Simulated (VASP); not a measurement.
Write the native input for VASP 6.6.1 that does the following.

| Property | Result |
| --- | --- |
| Task | single point |
| Functional | PBEsol |
| Potentials or basis | VASP PAW PBE potentials, release 64 (Rh_pv) |
| Cutoff | 520 eV |
| k mesh | 18 × 18 × 6 |
| Occupations | gaussian, width 0.15 eV |
| Spin | no spin polarisation |
| Dipole correction | no |
| Further INCAR settings | ALGO = Fast; EDIFF = 1e-06; NBANDS = 38 |

The structure of Rh lies in POSCAR:

```
Rh
1.0
    2.7291000000      0.0000000000      0.0000000000
   -1.3645500000      2.3634699295      0.0000000000
    0.0000000000      0.0000000000      8.7275109659
Rh
4
Direct
    0.0000000000      0.0000000000      0.0000000000
    0.3333333333      0.6666666667      0.2500000000
    0.0000000000      0.0000000000      0.5000000000
    0.6666666667      0.3333333333      0.7500000000
```

This isn't the form of Rh at room conditions, which is fcc.

One way to write it, as run:

INCAR

```
  PREC = Accurate
  ENCUT = 520
  EDIFF = 1E-6
  ISMEAR = 0
  SIGMA = 0.15
  LREAL = F
  LASPH = T
  NELM = 80
  ALGO = Fast
  ISIF = 2
  LWAVE = F
  LCHARG = T
  GGA = PS
  LELF = T
  LVHAR = T
  NBANDS = 38
```

KPOINTS

```
Automatic mesh
0
Gamma
  18 18 6
```

Potentials or basis: VASP PAW PBE potentials, release 64 (Rh_pv).

Command:

```bash
$ cat potpaw_PBE.64/Rh_pv/POTCAR > POTCAR
$ mpirun -np 1 vasp_std > vasp.out
```

Results of the run:

* Pressure: -10.3 GPa
* Band gap on the k mesh: zero (bands 30 and 31 overlap by 1.88 eV)

Caveat: the stress differs along the axes, from -12 to -6 GPa; the PAW data sets were made with another functional, which shifts forces and pressure a little.

Wall time 3.9 min on 1 thread of Intel(R) Xeon(R) Platinum 8488C (Sapphire Rapids), on a shared host, peak memory 0.32 GiB.
